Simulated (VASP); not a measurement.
# Si19Mo8 (a cell with a defect) in VASP: single point with PBE

Aim: the single point of Si19Mo8 (a cell with a defect) with PBE.

All numbers are computed with VASP 6.6.1; they aren't measurements. Logs are shortened: lines on timing, memory, paths and dates and some standing lists are left out, and cuts for length are marked.

## Step 1: The cell of the first run

The cell holds a defect, 27 atoms: a = 7.873 Å, b = 7.878 Å, c = 7.878 Å, α = 75.54°, β = 60.02°, γ = 60.02°.

## Step 2: Single point, PBE

INCAR reads:

```
SYSTEM = Si19Mo8
  ALGO = Normal
  EDIFF = 1E-6
  ENCUT = 520
  GGA = PE
  ISIF = 2
  ISMEAR = 0
  LASPH = .TRUE.
  LCHARG = .FALSE.
  LREAL = Auto
  LWAVE = .FALSE.
  NBANDS = 113
  NELM = 60
  PREC = Accurate
  SIGMA = 0.1
```

KPOINTS reads:

```
k-points
0
G
  4 4 4
  0 0 0
```

POSCAR reads:

```
Si19Mo8
1.0
    0.0000000000      0.0000000000     -7.8730199992
    4.8252710553      4.8252710553     -3.9365099996
    4.8252710553     -4.8252710553     -3.9365099996
Si Mo
19 8
Direct
    0.3361821533     -0.0073206356      0.6666666667
    0.9992692926      0.0002305840      0.3335639174
    0.3361821533      0.3333333333      0.3260126977
    0.6658967374      0.3333333333      0.6666666667
    0.9955281843      0.6739873023      0.6666666667
    0.6661665432      0.0002305840      0.9997694160
    0.9955281843      0.3333333333      1.0073206356
    0.3330637939      0.6664360826      0.9997694160
    0.6661665432      0.6664360826      0.3335639174
    0.0044718157     -0.0073206356      0.6666666667
    0.6669362061      0.0002305840      0.3335639174
    0.0044718157      0.3333333333      0.3260126977
    0.3341032626      0.3333333333      0.6666666667
    0.6638178467      0.6739873023      0.6666666667
    0.3338334568      0.0002305840      0.9997694160
    0.6638178467      0.3333333333      1.0073206356
    0.0007307074      0.6664360826      0.9997694160
    0.3338334568      0.6664360826      0.3335639174
    0.0000000000      0.3333333333      0.6666666667
    0.6661013487      0.3333333333      0.3344639693
    0.0000000000      0.6686441806      0.3313558194
    0.3338986513      0.6655360307      0.6666666667
    0.6661013487      0.0011306359      0.6666666667
    0.3338986513      0.3333333333      0.9988693641
    0.6646891527      0.6686441806      1.0019775139
    1.0000000000     -0.0019775139      1.0019775139
    0.3353108473     -0.0019775139      0.3313558194
```

Potentials or basis: VASP PAW PBE potentials, release 64 (Si, Mo_sv).

The run is started by

```bash
$ cat potpaw_PBE.64/Si/POTCAR potpaw_PBE.64/Mo_sv/POTCAR > POTCAR
$ mpirun -np 1 vasp_std > vasp.out
```

OUTCAR:

```text
SYSTEM = Si19Mo8
   EDIFF = 1E-6
   ENCUT = 520
   GGA = PE
   ISIF = 2
   ISMEAR = 0
   LASPH = .TRUE.
   LREAL = Auto
   NELM = 60
   PREC = Accurate

 ion  position               nearest neighbor table
   1  0.336  0.993  0.667-  14 2.55  22 2.59  10 2.61  15 2.63  11 2.63  23 2.63  26 2.63  27 2.63
                            19 2.67  13 2.68
   2  0.999  0.000  0.334-  21 2.61  26 2.61  11 2.62  20 2.62  23 2.62  27 2.63  12 2.63  10 2.63
                            18 2.63  15 2.63
   3  0.336  0.333  0.326-  16 2.55  24 2.59  12 2.61  11 2.63  18 2.63  20 2.63  27 2.63  21 2.63
                            19 2.67  13 2.68
   4  0.666  0.333  0.667-  13 2.61  20 2.62  23 2.62  22 2.62  24 2.62  19 2.63  16 2.68  10 2.68
                            12 2.68  14 2.68
   5  0.996  0.674  0.667-  10 2.55  23 2.59  14 2.61  17 2.63  18 2.63  22 2.63  25 2.63  21 2.63
                            19 2.67  13 2.68
   6  0.666  0.000  1.000-  27 2.61  25 2.61  15 2.62  23 2.62  24 2.62  26 2.63  16 2.63  10 2.63
                            17 2.63  11 2.63
   7  0.996  0.333  0.007-  12 2.55  20 2.59  16 2.61  17 2.63  15 2.63  24 2.63  26 2.63  25 2.63
                            19 2.67  13 2.68
   8  0.333  0.666  1.000-  21 2.61  26 2.61  17 2.62  22 2.62  24 2.62  25 2.63  16 2.63  14 2.63
                            18 2.63  15 2.63
   9  0.666  0.666  0.334-  27 2.61  25 2.61  18 2.62  20 2.62  22 2.62  21 2.63  12 2.63  14 2.63
[... 23 lines left out ...]
  21  0.000  0.669  0.331-   8 2.61  11 2.61  17 2.61   2 2.61   9 2.63  18 2.63  12 2.63  14 2.63
                             5 2.63   3 2.63  26 3.18  24 3.22  23 3.22  19 3.24
  22  0.334  0.666  0.667-  10 2.59   1 2.59  13 2.62   4 2.62   8 2.62  18 2.62   9 2.62  17 2.62
                             5 2.63  14 2.63  20 3.21  24 3.21  26 3.22  27 3.22
  23  0.666  0.001  0.667-   5 2.59  14 2.59   4 2.62  13 2.62   6 2.62  15 2.62  11 2.62   2 2.62
                             1 2.63  10 2.63  20 3.21  24 3.21  25 3.22  21 3.22
  24  0.334  0.333  0.999-  12 2.59   3 2.59  13 2.62   4 2.62  15 2.62   6 2.62   8 2.62  17 2.62
                            16 2.63   7 2.63  22 3.21  23 3.21  27 3.22  21 3.22
  25  0.665  0.669  0.002-  15 2.61   6 2.61  18 2.61   9 2.61   8 2.63  17 2.63  14 2.63   5 2.63
                            16 2.63   7 2.63  27 3.18  23 3.22  20 3.22  19 3.24
  26  0.000  0.998  0.002-   8 2.61  11 2.61   2 2.61  17 2.61  15 2.63   6 2.63  10 2.63   7 2.63
                            16 2.63   1 2.63  21 3.18  20 3.22  22 3.22  19 3.24
  27  0.335  0.998  0.331-   6 2.61  15 2.61   9 2.61  18 2.61  11 2.63   2 2.63   3 2.63  12 2.63
                             1 2.63  10 2.63  25 3.18  24 3.22  22 3.22  19 3.24

  LATTYP: Found a body centered tetragonal cell.
 ALAT       =     9.6505421106
 C/A-ratio  =     0.8158111647

  Lattice vectors:

 A1 = (   4.8252710553,   4.8252710553,   3.9365099996)
 A2 = (  -4.8252710553,  -4.8252710553,   3.9365099996)
 A3 = (   4.8252710553,  -4.8252710553,  -3.9365099996)

Analysis of symmetry for initial positions (statically):
=====================================================================
 Subroutine PRICEL returns:
 Original cell was already a primitive cell.

 Routine SETGRP: Setting up the symmetry group for a
 body centered tetragonal supercell.

 Subroutine GETGRP returns: Found 16 space group operations
 (whereof  4 operations were pure point group operations)
 out of a pool of 16 trial point group operations.

The static configuration has the point symmetry C_2v.
 The point group associated with its full space group is D_4h.

Analysis of symmetry for dynamics (positions and initial velocities):
=====================================================================
 Subroutine PRICEL returns:
 Original cell was already a primitive cell.

 Routine SETGRP: Setting up the symmetry group for a
 body centered tetragonal supercell.

 Subroutine GETGRP returns: Found 16 space group operations
 (whereof  4 operations were pure point group operations)
 out of a pool of 16 trial point group operations.

The dynamic configuration has the point symmetry C_2v.
 The point group associated with its full space group is D_4h.

 Subroutine INISYM returns: Found 16 space group operations
 (whereof  4 operations are pure point group operations),
 and found     1 'primitive' translations

----------------------------------------------------------------------------------------

                                     Primitive cell

[... 80 lines left out ...]
    -0.025905280  0.000000000 -0.031754016     0.250000000  0.000000000  0.000000000
     0.025905280  0.025905280  0.000000000     0.000000000  0.250000000  0.000000000
     0.025905280 -0.025905280  0.000000000     0.000000000  0.000000000  0.250000000

  Length of vectors
     0.040980496  0.036635599  0.036635599

  Shift w.r.t. Gamma in fractional coordinates (k-lattice)
     0.000000000  0.000000000  0.000000000

 Subroutine IBZKPT returns following result:
 ===========================================

 Found     13 irreducible k-points:

 Following reciprocal coordinates:
            Coordinates               Weight
  0.000000  0.000000  0.000000      1.000000
  0.250000  0.000000  0.000000      8.000000
  0.500000  0.000000  0.000000      4.000000
  0.000000  0.250000  0.000000      4.000000
  0.500000  0.250000  0.000000      8.000000
 -0.250000  0.250000 -0.000000     16.000000
  0.000000  0.500000  0.000000      2.000000
  0.000000  0.250000  0.250000      4.000000
  0.500000  0.250000  0.250000      2.000000
 -0.250000  0.250000  0.250000      8.000000
  0.000000  0.500000  0.250000      4.000000
  0.500000 -0.250000  0.250000      2.000000
  0.000000  0.500000  0.500000      1.000000
   k-points           NKPTS =     13   k-points in BZ     NKDIM =     13   number of bands    NBANDS=    113
   number of dos      NEDOS =    301   number of ions     NIONS =     27
   total plane-waves  NPLWV = 216000
   dimension x,y,z NGX =    60 NGY =   60 NGZ =   60
   dimension x,y,z NGXF=   120 NGYF=  120 NGZF=  120
   ions per type =              19   8
   NGX,Y,Z   is equivalent  to a cutoff of  12.67, 12.66, 12.66 a.u.
   NGXF,Y,Z  is equivalent  to a cutoff of  25.34, 25.32, 25.32 a.u.
 SYSTEM =  Si19Mo8
   PREC   = accura    normal or accurate (medium, high low for compatibility)
   ISTART =      0    job   : 0-new  1-cont  2-samecut
   ICHARG =      2    charge: 1-file 2-atom 10-const
   ISPIN  =      1    spin polarized calculation?
   LNONCOLLINEAR =      F non collinear calculations
   LSORBIT =      F    spin-orbit coupling
   LASPH  =      T    aspherical Exc in radial PAW
   ENCUT  =  520.0 eV  38.22 Ry    6.18 a.u.  14.64 14.65 14.65*2*pi/ulx,y,z
   NELM   =     60;   NELMIN=  2; NELMDL= -5     # of ELM steps
   EDIFF  = 0.1E-05   stopping-criterion for ELM
   LREAL  =      T    real-space projection
   EDIFFG = 0.1E-04   stopping-criterion for IOM
   NSW    =      0    number of steps for IOM
   IBRION =     -1    ionic relax: 0-MD 1-quasi-New 2-CG
   NFREE  =      0    steps in history (QN), initial steepest desc. (CG)
   ISIF   =      2    stress and relaxation
   ISYM   =      2    0-nonsym 1-usesym 2-fastsym
   POTIM  = 0.5000    time-step for ionic-motion
   TEBEG  =    0.0;   TEEND  =   0.0 temperature during run
   PSTRESS=    0.0 pullay stress
   NELECT =     188.0000    total number of electrons
   NUPDOWN=      -1.0000    fix difference up-down
   EMIN   =  10.00;   EMAX   =-10.00  energy-range for DOS
   EFERMI =   0.00;   METHOD = LEGACY
   ISMEAR =     0;   SIGMA  =   0.10  broadening in eV -4-tet -1-fermi 0-gaus
   EFERMI_NEDOS =   21; number of points for ismear=-14 and -15
   IALGO  =     38    algorithm
   IMIX   =      4    mixing-type and parameters
     AMIX     =   0.40;   BMIX     =  1.00
     AMIX_MAG =   1.60;   BMIX_MAG =  1.00
  volume/ion in A,a.u.               =      13.58        91.63
  Fermi-wavevector in a.u.,A,eV,Ry     =   1.310356  2.476213 23.361638  1.717032
  Thomas-Fermi vector in A             =   2.440892
   LORBIT       =      0    0 simple, 1 ext, 2 COOP (PROOUT), +10 PAW based schemes
   GGA     = PE    functional components
   LHFCALC =     F    Hartree Fock is set to
   AEXX    =    0.0000 exact exchange contribution
   IVDW    =     0    specifies the selected vdW correction
   LEPSILON=     F    determine dielectric tensor
   LRPA    =     F    only Hartree local field effects (RPA)
 non-spin polarized calculation
 Gauss-broadening in eV      SIGMA  =   0.10
  energy-cutoff  :      520.00
  volume of cell :      366.62
 maximum number of plane-waves:      9903
 NGX is ok and might be reduce to    60
   NGX = 29   NGY = 29   NGZ = 29

 number of electron     188.0000010 magnetization

 Free energy of the ion-electron system (eV)
  ---------------------------------------------------
  ext. energy  EPLUGINS =         0.00000000
  ---------------------------------------------------
  free energy    TOTEN  =      -198.80513887 eV

  energy without entropy =     -198.77215512  energy(sigma->0) =     -198.78864699

 E-fermi :  12.1422     XC(G=0): -12.2659

 val. band max:       12.1013801982   @ k =   0.5000   0.0000   0.0000
 cond. band min:      12.1423838653   @ k =   0.5000  -0.2500   0.2500
 fundamental gap:      0.0410036671
 Fermi energy:        12.1422092250

 k-point     1 :       0.0000    0.0000    0.0000
  band No.  band energies     occupation
      1     -48.8394      2.00000
      2     -48.8297      2.00000
      3     -48.8297      2.00000
      4     -48.8206      2.00000
      5     -48.7870      2.00000
      6     -48.7861      2.00000
[... 1406 lines left out ...]
    105      13.6348      0.00000
    106      13.6348      0.00000
 [bands above 106 left out]

------------------------ aborting loop because EDIFF is reached ----------------------------------------

  FORCE on cell =-STRESS in cart. coord.  units (eV):
  Direction    XX          YY          ZZ          XY          YZ          ZX
  --------------------------------------------------------------------------------------
  -------------------------------------------------------------------------------------
  Total        5.7635352      5.7635352      0.9021847      0.0000000      0.0000000      0.0000000
  in kB       25.1874821     25.1874821      3.9426775      0.0000000      0.0000000      0.0000000
  external PRESSURE =      18.1058806 kB  Pullay stress =       0.0000000 kB

 VOLUME and BASIS-vectors are now :
 -----------------------------------------------------------------------------
  energy-cutoff  :      520.00
  volume of cell :      366.62
      direct lattice vectors                 reciprocal lattice vectors
     0.000000000  0.000000000 -7.873019999    -0.103621122  0.000000000 -0.127016062
     4.825271055  4.825271055 -3.936510000     0.103621122  0.103621122  0.000000000
     4.825271055 -4.825271055 -3.936510000     0.103621122 -0.103621122  0.000000000

 POSITION                                       TOTAL-FORCE (eV/Angst)
 -----------------------------------------------------------------------------------
      8.00679      1.57310     -9.17880         0.003094      0.003094      0.000817
      1.61065     -1.60842     -9.18125         0.007393      0.000000     -0.010806
      3.18152      0.03532     -5.24229         0.003094     -0.003094      0.000817
      4.82527     -1.60842     -9.17913        -0.000000      0.000000     -0.018037
      6.46902      0.03532    -13.11531        -0.003094     -0.003094      0.000817
      4.82527     -4.82305     -9.18125        -0.000000      0.007393     -0.010806
[... 19 lines left out ...]
      4.82527      4.80619     -3.93651        -0.000000      0.014858     -0.000000
      6.41461      3.21685     -7.87302         0.014858      0.000000     -0.000000
 -----------------------------------------------------------------------------------
    total drift:                               -0.000000      0.000006     -0.000000

  FREE ENERGIE OF THE ION-ELECTRON SYSTEM (eV)
  ---------------------------------------------------
  free  energy   TOTEN  =      -198.8051388665 eV

  energy  without entropy=     -198.7721551229  energy(sigma->0) =     -198.78864699
```

Run time: 12 min. Hardware: 1 thread of AMD EPYC 9R45 (Zen 5), shared host; peak memory 0.65 GiB.

What came out:

```
Free energy            : -198.8051 eV
Pressure               : 1.8 GPa
Largest force          : 0.018 eV/Å
Band gap on the k mesh : zero (bands 94 and 95 overlap by 0.96 eV)
```

Forces in eV/Å, atoms in the order of the input:
```
Si   0.003  0.003  0.001
Si   0.007  0.000 -0.011
Si   0.003 -0.003  0.001
Si   0.000  0.000 -0.018
Si  -0.003 -0.003  0.001
Si   0.000  0.007 -0.011
Si  -0.003  0.003  0.001
Si  -0.007  0.000 -0.011
Si   0.000 -0.007 -0.011
Si   0.003  0.003 -0.001
Si   0.007  0.000  0.011
Si   0.003 -0.003 -0.001
Si   0.000  0.000  0.018
Si  -0.003 -0.003 -0.001
Si   0.000  0.007  0.011
Si  -0.003  0.003 -0.001
Si  -0.007  0.000  0.011
Si   0.000 -0.007  0.011
Si   0.000  0.000  0.000
Mo   0.004 -0.004  0.000
Mo   0.000 -0.015  0.000
Mo  -0.004 -0.004  0.000
Mo   0.004  0.004  0.000
Mo  -0.004  0.004  0.000
Mo  -0.015  0.000  0.000
Mo   0.000  0.015  0.000
Mo   0.015  0.000  0.000
```

Levels at points of the mesh, in eV from the Fermi level:
```tsv
k point	band 92	band 93	band 94	band 95	band 96	band 97
(0.00, 0.00, 0.00)	-0.60	-0.55	0.77	0.77	0.78	0.92
(0.50, 0.00, 0.00)	-0.81	-0.77	-0.04	0.13	0.14	0.75
(0.00, 0.50, 0.00)	-0.93	-0.66	-0.40	0.12	0.22	0.27
(0.00, 0.50, 0.50)	-0.87	-0.87	-0.67	0.28	0.34	0.34
```

The gap in the log of VASP goes by the Fermi energy; the results here count the filled bands.